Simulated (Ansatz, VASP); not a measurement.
## Li2MnN2: VASP beside Ansatz

```
Li Mn N
1.0
     3.01441    0.00000    0.00000
    -1.50720    2.61055    0.00000
     0.00000    0.00000    5.39176
Li Mn N
2 1 2
Direct
  0.66667 0.33333 0.35435
  0.33333 0.66667 0.64565
  0.00000 0.00000 0.00000
  0.66667 0.33333 0.79977
  0.33333 0.66667 0.20023
```

Alike in both runs: task single point; functional PBE; k mesh 9 × 9 × 6; occupations gaussian, width 0.05 eV; collinear spin.

```csv
,VASP,Ansatz
version,VASP 6.6.1,Ansatz 0.2.0
potentials or method,"VASP PAW PBE potentials, release 64 (Li_sv, Mn_pv, N), cutoff 520 eV","scalar-relativistic, plane waves, PAW"
valence electrons in the cell,29,31
```

|  | VASP | Ansatz | Ansatz less VASP |
| --- | --- | --- | --- |
| gap on the k mesh at the Fermi level (eV) | 0.46 | 0.48 | +0.018 |
| least direct gap on the mesh (eV) | 0.76 | 0.80 | +0.038 |
| rms of the force components (eV/Å) | 0.008 | 0.001 | -0.0072 |
| net moment per atom (μB) | 0.60 | 0.60 | 0.000 |
| size of the moment on the site where the two differ most (μB) | 2.81 | 2.54 | -0.269 |

Site moments also hang on the region over which each program counts them. Atom by atom the forces differ by 0.008 eV/Å (rms over components). The functional is the same, so the differences come from potentials, cutoffs and numerics. VASP's potentials hold 29 valence electrons a cell and Ansatz's 31, so a difference there can come from the potentials and not from the codes.

Noted on VASP's run: the cutoff is short for stress, so the pressure is rough.
